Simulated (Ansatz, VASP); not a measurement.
# Two plane-wave programs on Ir

Contents of INCAR:

```
  AGGAC = 1.0
  AGGAX = 1.0
  ALDAC = 0.0
  ALDAX = 1.0
  ALGO = Normal
  EDIFF = 1E-7
  EDIFFG = -0.01
  ENCUT = 500
  GGA = B5
  GGA_COMPAT = F
  IBRION = 2
  ISIF = 3
  ISMEAR = -1
  IVDW = 13
  LASPH = T
  LCHARG = F
  LREAL = F
  LWAVE = F
  NELM = 120
  NELMIN = 4
  NSW = 60
  PREC = Accurate
  SIGMA = 0.05
  VDW_A1 = 0.44488865
  VDW_A2 = 4.0933009
  VDW_S6 = 1.0
  VDW_S8 = 2.34076671
```

File KPOINTS:

```
k-points
0
Gamma
  12 12 12
```

Contents of POSCAR:

```
Ir
1.0
    0.0000000000      1.9156000000      1.9156000000
    1.9156000000      0.0000000000      1.9156000000
    1.9156000000      1.9156000000      0.0000000000
Ir
1
Direct
    0.0000000000      0.0000000000      0.0000000000
```

File input.yaml:

```yaml
crystal:
  lattice:
    - [0.0, 1.9156, 1.9156]
    - [1.9156, 0.0, 1.9156]
    - [1.9156, 1.9156, 0.0]
  atoms:
    - { symbol: Ir, position: [0.0, 0.0, 0.0] }
hamiltonian:
  xc: blyp
  pseudopotentials: { kind: paw }
  dispersion: d4
kpoints:
  mp_grid: { grid: [12, 12, 12] }
scf:
  occupations: { method: fermi_dirac, width: 0.05 }
output:
  forces: true
  stress: true
  write_density: true
  write_potential: true
  elf: true
  volumetric_format: npy
relax:
  f_tol: 0.01
  max_steps: 40
  cell: { stress_tol: 0.05 }
```

Alike in both runs: task relaxation of cell and atoms; functional BLYP; dispersion D4; k mesh 12 × 12 × 12; occupations fermi-dirac, width 0.05 eV; no spin polarisation.

```csv
,VASP,Ansatz
version,VASP 6.6.1,Ansatz 0.2.0
potentials or method,"VASP PAW PBE potentials, release 64 (Ir_sv_GW)",Ansatz PAW
plane-wave cutoff (eV),500,420
valence electrons in the cell,17,17
```

Ansatz gave:

* gap on the k mesh at the Fermi level, each at its own relaxed structure (eV): none
* relaxed volume (Å³/atom): 14.39
* relaxed cell length with the largest relative difference (Å): 2.730

Problem. Estimate VASP's values.

Solution. gap on the k mesh at the Fermi level, each at its own relaxed structure (eV): none; relaxed volume (Å³/atom): 14.33; relaxed cell length with the largest relative difference (Å): 2.726.

VASP's potentials were made for PBE, not for BLYP. A gap of «none» marks a metal or a gap that the smearing closes.

Spin-orbit coupling is off throughout. Noted on Ansatz's run: the plane-wave basis is chosen anew once the cell has moved, so the energies of steps on either side of that aren't comparable.
